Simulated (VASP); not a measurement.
# AlN (F-43m) in VASP: G0W0 quasiparticle levels with PBE

Aim: the G0W0 quasiparticle levels of AlN with PBE.

All numbers are computed with VASP 6.6.1; they aren't measurements. Logs are shortened: lines on timing, memory, paths and dates and some standing lists are left out, and cuts for length are marked.

## 1. The cell of the first run

Symmetry: F-43m, No. 216, cubic system. Conventional cell: a = 4.368 Å, b = 4.368 Å, c = 4.368 Å, α = 90.00°, β = 90.00°, γ = 90.00°. Al (site symmetry -43m) has 4 N at 1.89 Å within 2.5 Å. Within 2.5 Å of N (site symmetry -43m) lie 4 Al at 1.89 Å.

## 2. G0W0 quasiparticle levels, PBE

POSCAR reads:

```
AlN
1.0
    0.0000000000      2.1839935596      2.1839935596
    2.1839935596      0.0000000000      2.1839935596
    2.1839935596      2.1839935596      0.0000000000
Al N
1 1
Direct
    0.0000000000      0.0000000000      0.0000000000
    0.2500000000      0.2500000000      0.2500000000
```

INCAR.step1 reads:

```
ALGO = Normal ; EDIFF = 1E-8
ENCUT = 500 ; GGA = PE
ISMEAR = 0 ; LASPH = T
LCHARG = F ; LREAL = F
LWAVE = T ; NELM = 60
PREC = Accurate ; SIGMA = 0.01
```

INCAR.step2 reads:

```
ALGO = Exact ; EDIFF = 1E-8
ENCUT = 500 ; GGA = PE
ISMEAR = 0 ; ISTART = 1
LASPH = T ; LCHARG = F
LOPTICS = T ; LREAL = F
LWAVE = T ; NBANDS = 134
NELM = 1 ; PREC = Accurate
SIGMA = 0.01
```

INCAR.step3 reads:

```
ALGO = EVGW0 ; EDIFF = 1E-8
ENCUT = 500 ; ENCUTGW = 200
GGA = PE ; ISMEAR = 0
ISTART = 1 ; LASPH = T
LCHARG = F ; LREAL = F
LWAVE = F ; NBANDS = 134
NBANDSGW = 12 ; NELMGW = 1
NOMEGA = 96 ; OMEGAMAX = 20
PREC = Accurate ; PRECFOCK = Fast
SIGMA = 0.01
```

KPOINTS reads:

```
k-points
0
Gamma
  5 5 5
```

Potentials or basis: VASP PAW PBE potentials, release 64 (Al_GW, N_GW).

Launch:

```console
cat potpaw_PBE.64/Al_GW/POTCAR potpaw_PBE.64/N_GW/POTCAR > POTCAR
cp INCAR.step1 INCAR
mpirun -np 1 vasp_std > vasp.out
cp INCAR.step2 INCAR
mpirun -np 1 vasp_std > vasp.out
cp INCAR.step3 INCAR
mpirun -np 1 vasp_std > vasp.out
```

OUTCAR:

```text
EDIFF = 1E-8
   ENCUT = 500
   ENCUTGW = 200
   GGA = PE
   ISMEAR = 0
   ISTART = 1
   LASPH = T
   LREAL = F
   NELMGW = 1
   PREC = Accurate
   PRECFOCK = Fast

 ion  position               nearest neighbor table
   1  0.000  0.000  0.000-   2 1.89   2 1.89   2 1.89   2 1.89
   2  0.250  0.250  0.250-   1 1.89   1 1.89   1 1.89   1 1.89

  LATTYP: Found a face centered cubic cell.
 ALAT       =     4.3679871192

  Lattice vectors:

 A1 = (   0.0000000000,   2.1839935596,   2.1839935596)
 A2 = (   2.1839935596,   0.0000000000,   2.1839935596)
 A3 = (   2.1839935596,   2.1839935596,   0.0000000000)

Analysis of symmetry for initial positions (statically):
=====================================================================
 Subroutine PRICEL returns:
 Original cell was already a primitive cell.

 Routine SETGRP: Setting up the symmetry group for a
 face centered cubic supercell.

 Subroutine GETGRP returns: Found 24 space group operations
 (whereof 24 operations were pure point group operations)
 out of a pool of 48 trial point group operations.

The static configuration has the point symmetry T_d .

Analysis of symmetry for dynamics (positions and initial velocities):
=====================================================================
 Subroutine PRICEL returns:
 Original cell was already a primitive cell.

 Routine SETGRP: Setting up the symmetry group for a
 face centered cubic supercell.

 Subroutine GETGRP returns: Found 24 space group operations
 (whereof 24 operations were pure point group operations)
 out of a pool of 48 trial point group operations.

The dynamic configuration has the point symmetry T_d .

 Subroutine INISYM returns: Found 24 space group operations
 (whereof 24 operations are pure point group operations),
 and found     1 'primitive' translations

----------------------------------------------------------------------------------------

                                     Primitive cell

  volume of cell :      20.8345
[... 71 lines left out ...]
   LASPH  =      T    aspherical Exc in radial PAW
   ENCUT  =  500.0 eV  36.75 Ry    6.06 a.u.   5.63  5.63  5.63*2*pi/ulx,y,z
   NELM   =     60;   NELMIN=  2; NELMDL=  0     # of ELM steps
   EDIFF  = 0.1E-07   stopping-criterion for ELM
   LREAL  =      F    real-space projection
   EDIFFG = 0.1E-06   stopping-criterion for IOM
   NSW    =      0    number of steps for IOM
   IBRION =     -1    ionic relax: 0-MD 1-quasi-New 2-CG
   NFREE  =      0    steps in history (QN), initial steepest desc. (CG)
   ISIF   =      0    stress and relaxation
   ISYM   =      3    0-nonsym 1-usesym 2-fastsym
   POTIM  = 0.5000    time-step for ionic-motion
   TEBEG  =    0.0;   TEEND  =   0.0 temperature during run
   PSTRESS=    0.0 pullay stress
   NELECT =       8.0000    total number of electrons
   NUPDOWN=      -1.0000    fix difference up-down
   EMIN   =  10.00;   EMAX   =-10.00  energy-range for DOS
   EFERMI =   0.00;   METHOD = LEGACY
   ISMEAR =     0;   SIGMA  =   0.01  broadening in eV -4-tet -1-fermi 0-gaus
   EFERMI_NEDOS =   21; number of points for ismear=-14 and -15
   IALGO  =     38    algorithm
   IMIX   =      4    mixing-type and parameters
     AMIX     =   0.40;   BMIX     =  1.00
     AMIX_MAG =   1.60;   BMIX_MAG =  1.00
  volume/ion in A,a.u.               =      10.42        70.30
  Fermi-wavevector in a.u.,A,eV,Ry     =   1.189899  2.248583 19.263943  1.415860
  Thomas-Fermi vector in A             =   2.325996
   LORBIT       =      0    0 simple, 1 ext, 2 COOP (PROOUT), +10 PAW based schemes
   GGA     = PE    functional components
   LHFCALC =     T    Hartree Fock is set to
   PRECFOCK=fast      Normal, Fast or Accurate (Low or Medium for compatibility)
   ENCUT4O =  -1.0   cutoff for four orbital integrals eV
   NKREDX  =     1    reduce k-point grid by
   NKREDY  =     1    reduce k-point grid by
   NKREDZ  =     1    reduce k-point grid by
   AEXX    =    1.0000 exact exchange contribution
   HFSCREEN=    0.0000 screening length (either q_TF or 0.3 A-1)
   HFSCREENC=   0.0000 screening length for correlation (either q_TF or 0.3 A-1)
   ENCUTFOCK=  -1.0 apply spherical cutoff to Coloumb kernel
   IVDW    =     0    specifies the selected vdW correction
   LEPSILON=     F    determine dielectric tensor
   LRPA    =     F    only Hartree local field effects (RPA)
   LRPAFORCE           =     F    calculate RPA forces
   ENCUTGW             = 200.0    cutoff for response function in eV
   ENCUTGWSOFT         = 160.0    soft cutoff for Coulomb kernel in GW response function in eV
   ENCUTLF             =  -1.0    cutoff for local field effects
   NELMGW              =     1    number of iterations in solving QP/BSE equation
   NELMHF              =     1    number of iterations in the inner HF iteration
   NKREDLFX            =     1    NKREDLFY  =   1   NKREDLFZ  =   1
 non-spin polarized calculation
 Gauss-broadening in eV      SIGMA  =   0.01
  energy-cutoff  :      500.00
  volume of cell :       20.83
 maximum number of plane-waves:       536
  NGX = 14; NGY = 14; NGZ = 14
   NGX = 11   NGY = 11   NGZ = 11
 maximum number of plane-waves:       144

 QP shifts <psi_nk| G(iteration)W_0 |psi_nk>: iteration 1
 for sc-GW calculations column KS-energies equals QP-energies in previous step
 and V_xc(KS)=  KS-energies - (<T + V_ion + V_H > + <T+V_H+V_ion>^1  + <V_x>^1)

 k-point   1 :       0.0000    0.0000    0.0000
  band No.  KS-energies  QP-energies   sigma(KS)   V_xc(KS)     V^pw_x(r,r')   Z            occupation Imag(sigma)

      1     -10.0331     -11.5987     -16.9566     -14.7911     -24.7675       0.7230       2.0000       1.1983
      2       4.9546       3.9494     -18.0513     -16.7573     -20.8134       0.7768       2.0000       0.0319
      3       4.9546       3.9494     -18.0513     -16.7573     -20.8134       0.7768       2.0000       0.0319
      4       4.9546       3.9494     -18.0513     -16.7573     -20.8134       0.7768       2.0000       0.0319
      5       9.1436       9.7843     -11.7088     -12.5033      -7.7930       0.8064       0.0000      -0.0504
      6      17.4987      18.4026      -9.1494     -10.2773      -4.0374       0.8015       0.0000      -0.0890
      7      17.4987      18.4026      -9.1494     -10.2773      -4.0374       0.8015       0.0000      -0.0890
      8      17.4987      18.4026      -9.1494     -10.2773      -4.0374       0.8015       0.0000      -0.0890
      9      22.6285      23.5225      -9.3106     -10.4530      -3.6920       0.7825       0.0000      -0.2315
     10      22.6285      23.5225      -9.3106     -10.4530      -3.6920       0.7825       0.0000      -0.2315
     11      24.0272      24.4377      -9.1334      -9.6488      -2.5895       0.7964       0.0000      -0.7497
     12      24.0272      24.4377      -9.1334      -9.6488      -2.5895       0.7964       0.0000      -0.7497
[... 132 lines left out ...]
      1      -7.5135      -8.9876     -18.6662     -16.6449     -26.0711       0.7293       2.0000       0.8693
      2       0.5978      -0.6961     -15.2462     -13.4921     -18.8535       0.7376       2.0000       0.0803
      3       2.0222       0.7586     -16.0099     -14.3375     -19.3047       0.7556       2.0000       0.0555
      4       3.0689       1.8864     -16.3150     -14.7699     -19.2817       0.7653       2.0000       0.0409
      5      11.0759      11.7133     -10.5845     -11.3787      -6.3759       0.8026       0.0000      -0.0560
      6      15.7048      16.4961     -10.3862     -11.3821      -5.4314       0.7946       0.0000      -0.0842
      7      16.2094      17.2497     -11.0020     -12.3280      -5.8301       0.7845       0.0000      -0.0955
      8      18.3846      19.3573     -11.0792     -12.3414      -5.2624       0.7707       0.0000      -0.1939
      9      21.5271      22.4035     -10.1041     -11.2663      -3.7803       0.7541       0.0000      -0.2963
     10      24.1498      24.8931      -9.3858     -10.3393      -3.0910       0.7796       0.0000      -0.4414
     11      29.5219      30.6140     -10.6699     -12.0861      -3.5603       0.7712       0.0000      -0.8977
     12      30.4379      31.3472      -9.4535     -10.5863      -2.8793       0.8027       0.0000      -0.9632
```

OUTCAR.step1:

```text
EDIFF = 1E-8
   ENCUT = 500
   GGA = PE
   ISMEAR = 0
   LASPH = T
[... 313 lines left out ...]
 -----------------------------------------------------------------------------------
      0.00000      0.00000      0.00000         0.000000     -0.000000     -0.000000
      1.09200      1.09200      1.09200        -0.000000      0.000000      0.000000
 -----------------------------------------------------------------------------------
    total drift:                               -0.000000     -0.000000     -0.000000

  FREE ENERGIE OF THE ION-ELECTRON SYSTEM (eV)
  ---------------------------------------------------
  free  energy   TOTEN  =       -14.8639665121 eV

  energy  without entropy=      -14.8639665121  energy(sigma->0) =      -14.86396651
```

It took 64 s on 1 thread of Intel Xeon 6975P-C (Granite Rapids), shared host; peak memory 0.37 GiB.

What came out:

```
Quasiparticle gap                                   : 5.34 eV
Least direct quasiparticle gap                      : 5.83 eV
Band gap of the starting levels on the mesh         : 3.89 eV
Least direct gap of the starting levels on the mesh : 4.19 eV
```

Caveat: the k points lie up to 0.50 Å⁻¹ apart; bands, screening cutoff and mesh are small and nothing is extrapolated, so the quasiparticle values aren't converged.
